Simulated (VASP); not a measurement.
# InP (F-43m) in VASP: further runs

InP is run at these levels: LDA; tasks: single point.

Program: VASP 6.6.1. These are calculated values, not measurements. Logs are shortened: lines on timing, memory, paths and dates and some standing lists are left out, and cuts for length are marked.

**1. The cell of the first run**

Symmetry: F-43m, No. 216, cubic system. Conventional cell: a = 5.890 Å, b = 5.890 Å, c = 5.890 Å, α = 90.00°, β = 90.00°, γ = 90.00°. Within 3.4 Å of In (site symmetry -43m) lie 4 P at 2.55 Å. P (site symmetry -43m) has 4 In at 2.55 Å within 3.4 Å.

**2. Single point, LDA**

The input, INCAR:

```
ALGO = Normal ; EDIFF = 1E-6
ENCUT = 500 ; GGA_COMPAT = F
ISIF = 2 ; ISMEAR = 0
LASPH = T ; LCHARG = T
LELF = T ; LREAL = F
LVHAR = T ; LWAVE = F
NBANDS = 16 ; NELM = 120
PREC = Accurate ; SIGMA = 0.1
```

The input, KPOINTS:

```
k-points
0
Gamma
  6 6 6
```

The input, POSCAR:

```
InP
1.0
    0.0000000000      2.9450000000      2.9450000000
    2.9450000000      0.0000000000      2.9450000000
    2.9450000000      2.9450000000      0.0000000000
In P
1 1
Direct
    0.0000000000      0.0000000000      0.0000000000
    0.2500000000      0.2500000000      0.2500000000
```

Potentials or basis: VASP PAW LDA potentials, release 64 (In_d, P).

Launch:

```console
$ cat potpaw_LDA.64/In_d/POTCAR potpaw_LDA.64/P/POTCAR > POTCAR
$ mpirun -np 1 vasp_std > vasp.out
```

OUTCAR:

```text
EDIFF = 1E-6
   ENCUT = 500
   ISIF = 2
   ISMEAR = 0
   LASPH = T
   LREAL = F
   NELM = 120
   PREC = Accurate

 ion  position               nearest neighbor table
   1  0.000  0.000  0.000-   2 2.55   2 2.55   2 2.55   2 2.55
   2  0.250  0.250  0.250-   1 2.55   1 2.55   1 2.55   1 2.55

  LATTYP: Found a face centered cubic cell.
 ALAT       =     5.8900000000

  Lattice vectors:

 A1 = (   0.0000000000,   2.9450000000,   2.9450000000)
 A2 = (   2.9450000000,   0.0000000000,   2.9450000000)
 A3 = (   2.9450000000,   2.9450000000,   0.0000000000)

Analysis of symmetry for initial positions (statically):
=====================================================================
 Subroutine PRICEL returns:
 Original cell was already a primitive cell.

 Routine SETGRP: Setting up the symmetry group for a
 face centered cubic supercell.

 Subroutine GETGRP returns: Found 24 space group operations
 (whereof 24 operations were pure point group operations)
 out of a pool of 48 trial point group operations.

The static configuration has the point symmetry T_d .

Analysis of symmetry for dynamics (positions and initial velocities):
=====================================================================
 Subroutine PRICEL returns:
 Original cell was already a primitive cell.

 Routine SETGRP: Setting up the symmetry group for a
 face centered cubic supercell.

 Subroutine GETGRP returns: Found 24 space group operations
 (whereof 24 operations were pure point group operations)
 out of a pool of 48 trial point group operations.

The dynamic configuration has the point symmetry T_d .

 Subroutine INISYM returns: Found 24 space group operations
 (whereof 24 operations are pure point group operations),
 and found     1 'primitive' translations

----------------------------------------------------------------------------------------

                                     Primitive cell

  volume of cell :      51.0841

  direct lattice vectors                    reciprocal lattice vectors
     0.000000000  2.945000000  2.945000000    -0.169779287  0.169779287  0.169779287
     2.945000000  0.000000000  2.945000000     0.169779287 -0.169779287  0.169779287
     2.945000000  2.945000000  0.000000000     0.169779287  0.169779287 -0.169779287

  length of vectors
     4.164858941  4.164858941  4.164858941     0.294066351  0.294066351  0.294066351

  position of ions in fractional coordinates (direct lattice)
     0.000000000  0.000000000  0.000000000
     0.250000000  0.250000000  0.250000000

  ion indices of the primitive-cell ions
   primitive index   ion index
                 1           1
                 2           2

----------------------------------------------------------------------------------------

 KPOINTS: k-points

Automatic generation of k-mesh.
 Grid dimensions read from file:
 generate k-points for:    6    6    6

 Generating k-lattice:

  Cartesian coordinates                     Fractional coordinates (reciprocal lattice)
    -0.028296548  0.028296548  0.028296548     0.166666667  0.000000000  0.000000000
     0.028296548 -0.028296548  0.028296548     0.000000000  0.166666667  0.000000000
     0.028296548  0.028296548 -0.028296548     0.000000000  0.000000000  0.166666667

  Length of vectors
     0.049011059  0.049011059  0.049011059

  Shift w.r.t. Gamma in fractional coordinates (k-lattice)
     0.000000000  0.000000000  0.000000000

 Subroutine IBZKPT returns following result:
 ===========================================

 Found     16 irreducible k-points:

 Following reciprocal coordinates:
            Coordinates               Weight
  0.000000  0.000000  0.000000      1.000000
  0.166667  0.000000  0.000000      8.000000
  0.333333  0.000000  0.000000      8.000000
  0.500000  0.000000  0.000000      4.000000
  0.166667  0.166667  0.000000      6.000000
  0.333333  0.166667  0.000000     24.000000
[... 8 lines left out ...]
 -0.333333  0.333333  0.166667     24.000000
 -0.333333  0.500000  0.166667     12.000000
   k-points           NKPTS =     16   k-points in BZ     NKDIM =     16   number of bands    NBANDS=     16
   number of dos      NEDOS =    301   number of ions     NIONS =      2
   total plane-waves  NPLWV =  27000
   dimension x,y,z NGX =    30 NGY =   30 NGZ =   30
   dimension x,y,z NGXF=    60 NGYF=   60 NGZF=   60
   ions per type =               1   1
   NGX,Y,Z   is equivalent  to a cutoff of  11.97, 11.97, 11.97 a.u.
   NGXF,Y,Z  is equivalent  to a cutoff of  23.95, 23.95, 23.95 a.u.
 SYSTEM =  unknown system
   PREC   = accura    normal or accurate (medium, high low for compatibility)
   ISTART =      0    job   : 0-new  1-cont  2-samecut
   ICHARG =      2    charge: 1-file 2-atom 10-const
   ISPIN  =      1    spin polarized calculation?
   LNONCOLLINEAR =      F non collinear calculations
   LSORBIT =      F    spin-orbit coupling
   LASPH  =      T    aspherical Exc in radial PAW
   ENCUT  =  500.0 eV  36.75 Ry    6.06 a.u.   7.59  7.59  7.59*2*pi/ulx,y,z
   NELM   =    120;   NELMIN=  2; NELMDL= -5     # of ELM steps
   EDIFF  = 0.1E-05   stopping-criterion for ELM
   LREAL  =      F    real-space projection
   EDIFFG = 0.1E-04   stopping-criterion for IOM
   NSW    =      0    number of steps for IOM
   IBRION =     -1    ionic relax: 0-MD 1-quasi-New 2-CG
   NFREE  =      0    steps in history (QN), initial steepest desc. (CG)
   ISIF   =      2    stress and relaxation
   ISYM   =      2    0-nonsym 1-usesym 2-fastsym
   POTIM  = 0.5000    time-step for ionic-motion
   TEBEG  =    0.0;   TEEND  =   0.0 temperature during run
   PSTRESS=    0.0 pullay stress
   NELECT =      18.0000    total number of electrons
   NUPDOWN=      -1.0000    fix difference up-down
   EMIN   =  10.00;   EMAX   =-10.00  energy-range for DOS
   EFERMI =   0.00;   METHOD = LEGACY
   ISMEAR =     0;   SIGMA  =   0.10  broadening in eV -4-tet -1-fermi 0-gaus
   EFERMI_NEDOS =   21; number of points for ismear=-14 and -15
   IALGO  =     38    algorithm
   IMIX   =      4    mixing-type and parameters
     AMIX     =   0.40;   BMIX     =  1.00
     AMIX_MAG =   1.60;   BMIX_MAG =  1.00
  volume/ion in A,a.u.               =      25.54       172.37
  Fermi-wavevector in a.u.,A,eV,Ry     =   1.156300  2.185089 18.191380  1.337029
  Thomas-Fermi vector in A             =   2.292921
   LORBIT       =      0    0 simple, 1 ext, 2 COOP (PROOUT), +10 PAW based schemes
   GGA     = CA    functional components
   LHFCALC =     F    Hartree Fock is set to
   AEXX    =    0.0000 exact exchange contribution
   IVDW    =     0    specifies the selected vdW correction
   LEPSILON=     F    determine dielectric tensor
   LRPA    =     F    only Hartree local field effects (RPA)
 non-spin polarized calculation
 Gauss-broadening in eV      SIGMA  =   0.10
  energy-cutoff  :      500.00
  volume of cell :       51.08
 maximum number of plane-waves:      1313
   NGX = 15   NGY = 15   NGZ = 15

 number of electron      18.0000001 magnetization

 Free energy of the ion-electron system (eV)
  ---------------------------------------------------
  ext. energy  EPLUGINS =         0.00000000
  ---------------------------------------------------
  free energy    TOTEN  =        -9.64921048 eV

  energy without entropy =       -9.64920107  energy(sigma->0) =       -9.64920578

 E-fermi :   5.0790     XC(G=0):  -9.5456

 val. band max:        4.8538327630   @ k =   0.0000   0.0000   0.0000
 cond. band min:       5.2805729851   @ k =   0.0000   0.0000   0.0000
 fundamental gap:      0.4267402220
 Fermi energy:         5.0789746604

 k-point     1 :       0.0000    0.0000    0.0000
  band No.  band energies     occupation
      1      -9.3110      2.00000
      2      -9.3110      2.00000
      3      -9.3110      2.00000
      4      -9.1637      2.00000
      5      -9.1637      2.00000
      6      -6.5918      2.00000
[... 8 lines left out ...]
     15      14.2756      0.00000
     16      14.2756      0.00000

 k-point     2 :       0.1667    0.0000    0.0000
  band No.  band energies     occupation
      1      -9.3408      2.00000
      2      -9.2990      2.00000
      3      -9.2990      2.00000
      4      -9.1633      2.00000
      5      -9.1633      2.00000
      6      -6.2834      2.00000
[... 8 lines left out ...]
     15      13.4013      0.00000
     16      14.0247      0.00000

 k-point     3 :       0.3333    0.0000    0.0000
  band No.  band energies     occupation
      1      -9.3964      2.00000
      2      -9.2800      2.00000
      3      -9.2800      2.00000
      4      -9.1572      2.00000
      5      -9.1572      2.00000
      6      -5.4847      2.00000
[... 8 lines left out ...]
     15      13.8612      0.00000
     16      13.8612      0.00000

 k-point     4 :       0.5000    0.0000    0.0000
  band No.  band energies     occupation
      1      -9.4227      2.00000
      2      -9.2736      2.00000
      3      -9.2736      2.00000
      4      -9.1509      2.00000
      5      -9.1509      2.00000
      6      -4.8866      2.00000
[... 8 lines left out ...]
     15      15.4138      0.00000
     16      15.4138      0.00000
[... 172 lines left out ...]
 k-point    14 :       0.5000    0.3333    0.1667
  band No.  band energies     occupation
      1      -9.4352      2.00000
      2      -9.2590      2.00000
      3      -9.2407      2.00000
      4      -9.1829      2.00000
      5      -9.1462      2.00000
      6      -4.8599      2.00000
[... 8 lines left out ...]
     15      15.7560      0.00000
     16      16.4557      0.00000

 k-point    15 :      -0.3333    0.3333    0.1667
  band No.  band energies     occupation
      1      -9.4441      2.00000
      2      -9.2597      2.00000
      3      -9.2303      2.00000
      4      -9.1776      2.00000
      5      -9.1508      2.00000
      6      -4.3800      2.00000
[... 8 lines left out ...]
     15      15.7364      0.00000
     16      16.2998      0.00000

 k-point    16 :      -0.3333    0.5000    0.1667
  band No.  band energies     occupation
      1      -9.4630      2.00000
      2      -9.2420      2.00000
      3      -9.2178      2.00000
      4      -9.1917      2.00000
      5      -9.1426      2.00000
      6      -4.1746      2.00000
[... 8 lines left out ...]
     15      16.0121      0.00000
     16      16.6606      0.00000

------------------------ aborting loop because EDIFF is reached ----------------------------------------

  FORCE on cell =-STRESS in cart. coord.  units (eV):
  Direction    XX          YY          ZZ          XY          YZ          ZX
  --------------------------------------------------------------------------------------
  -------------------------------------------------------------------------------------
  Total       -0.6823814     -0.6823814     -0.6823814      0.0000000      0.0000000      0.0000000
  in kB      -21.4018767    -21.4018767    -21.4018767      0.0000000      0.0000000      0.0000000
  external PRESSURE =     -21.4018767 kB  Pullay stress =       0.0000000 kB

 VOLUME and BASIS-vectors are now :
 -----------------------------------------------------------------------------
  energy-cutoff  :      500.00
  volume of cell :       51.08
      direct lattice vectors                 reciprocal lattice vectors
     0.000000000  2.945000000  2.945000000    -0.169779287  0.169779287  0.169779287
     2.945000000  0.000000000  2.945000000     0.169779287 -0.169779287  0.169779287
     2.945000000  2.945000000  0.000000000     0.169779287  0.169779287 -0.169779287

 POSITION                                       TOTAL-FORCE (eV/Angst)
 -----------------------------------------------------------------------------------
      0.00000      0.00000      0.00000         0.000000      0.000000      0.000000
      1.47250      1.47250      1.47250        -0.000000     -0.000000     -0.000000
 -----------------------------------------------------------------------------------
    total drift:                                0.000000      0.000000     -0.000000

  FREE ENERGIE OF THE ION-ELECTRON SYSTEM (eV)
  ---------------------------------------------------
  free  energy   TOTEN  =        -9.6492104828 eV

  energy  without entropy=       -9.6492010679  energy(sigma->0) =       -9.64920578
```

It took 23 s on 1 thread of Intel Xeon 8259CL, shared host; peak memory 0.15 GiB.

What came out:

- Free energy: -9.6492 eV
- Pressure: -2.1 GPa
- Band gap on the k mesh: 0.43 eV

Levels at points of the mesh, in eV from the valence-band top:
```csv
k point,band 5,band 6,band 7,band 8,band 9,band 10,band 11,band 12,band 13,band 14
"(0.00, 0.00, 0.00)",-14.02,-11.45,0.00,0.00,0.00,0.43,3.96,3.96,3.96,8.21
"(0.50, 0.00, 0.00)",-14.00,-9.74,-5.76,-0.97,-0.97,1.29,4.69,4.69,6.86,9.16
"(0.50, 0.50, 0.00)",-13.98,-9.09,-5.80,-2.31,-2.31,1.61,2.12,8.90,9.33,9.33
```

Caveat: semilocal functionals underestimate gaps, and a narrow one can read as zero; spin-orbit coupling is left out, which moves the levels of the heavy elements.

(Continued in part 2 of 2.)
